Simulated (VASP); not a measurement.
A run of VASP 6.6.1 is set up as follows.

Contents of INCAR:

```
SYSTEM = SiO2
  ALGO = Normal
  EDIFF = 1E-7
  ENCUT = 520
  GGA = CA
  ISIF = 2
  ISMEAR = 0
  LASPH = .True.
  LCHARG = .True.
  LELF = .True.
  LREAL = Auto
  LVHAR = .True.
  LWAVE = .False.
  NBANDS = 82
  NELM = 100
  PREC = Accurate
  SIGMA = 0.02
```

Contents of KPOINTS:

```
k-points
0
Gamma
  4 4 4
  0 0 0
```

POSCAR

```
SiO2
1.0
   -4.0634091619      4.0634091619      4.0634091619
    4.0634091619     -4.0634091619      4.0634091619
    4.0634091619      4.0634091619     -4.0634091619
Si O
8 16
Direct
    0.5000000000      0.0000000000      0.7744227539
    0.2744227539      0.2744227539      0.2744227539
    0.5000000000      0.0000000000      0.2255772461
    0.7255772461      0.7255772461      0.7255772461
    0.7744227539      0.5000000000      0.0000000000
    0.0000000000      0.2255772461      0.5000000000
    0.2255772461      0.5000000000      0.0000000000
    0.0000000000      0.7744227539      0.5000000000
    0.7005500883      0.9505500883      0.7500000000
    0.7500000000      0.7005500883      0.9505500883
    0.7994499117      0.5494499117      0.2500000000
    0.7500000000      0.2005500883      0.4505500883
    0.0494499117      0.2500000000      0.2994499117
    0.5000000000      0.0000000000      0.0000000000
    0.2500000000      0.7994499117      0.5494499117
    0.4505500883      0.7500000000      0.2005500883
    0.2994499117      0.0494499117      0.2500000000
    0.2005500883      0.4505500883      0.7500000000
    0.9505500883      0.7500000000      0.7005500883
    0.5000000000      0.5000000000      0.5000000000
    0.2500000000      0.2994499117      0.0494499117
    0.0000000000      0.5000000000      0.0000000000
    0.0000000000      0.0000000000      0.5000000000
    0.5494499117      0.2500000000      0.7994499117
```

Potentials or basis: VASP PAW LDA potentials, release 64 (Si, O).

Launch:

```bash
$ cat potpaw_LDA.64/Si/POTCAR potpaw_LDA.64/O/POTCAR > POTCAR
$ mpirun -np 1 vasp_std > vasp.out
```

Task: Estimate the largest force.

Result: 0.058 eV/Å.

Task: What does it give for the band gap on the k mesh?

Result: 6.14 eV (least direct gap 6.24 eV).

Forces in eV/Å, atoms in the order of the input:
```
Si  -0.005 -0.005  0.005
Si  -0.005 -0.005 -0.005
Si   0.005  0.005 -0.005
Si   0.005  0.005  0.005
Si   0.005 -0.005 -0.005
Si   0.005 -0.005  0.005
Si  -0.005  0.005  0.005
Si  -0.005  0.005 -0.005
O    0.000  0.000  0.058
O    0.058  0.000  0.000
O    0.000  0.000 -0.058
O    0.058  0.000  0.000
O    0.000 -0.058  0.000
O    0.000  0.000  0.000
O   -0.058  0.000  0.000
O    0.000  0.058  0.000
O    0.000  0.000 -0.058
O    0.000  0.000  0.058
O    0.000  0.058  0.000
O    0.000  0.000  0.000
O   -0.058  0.000  0.000
O    0.000  0.000  0.000
O    0.000  0.000  0.000
O    0.000 -0.058  0.000
```

 A k mesh can miss the band edges.
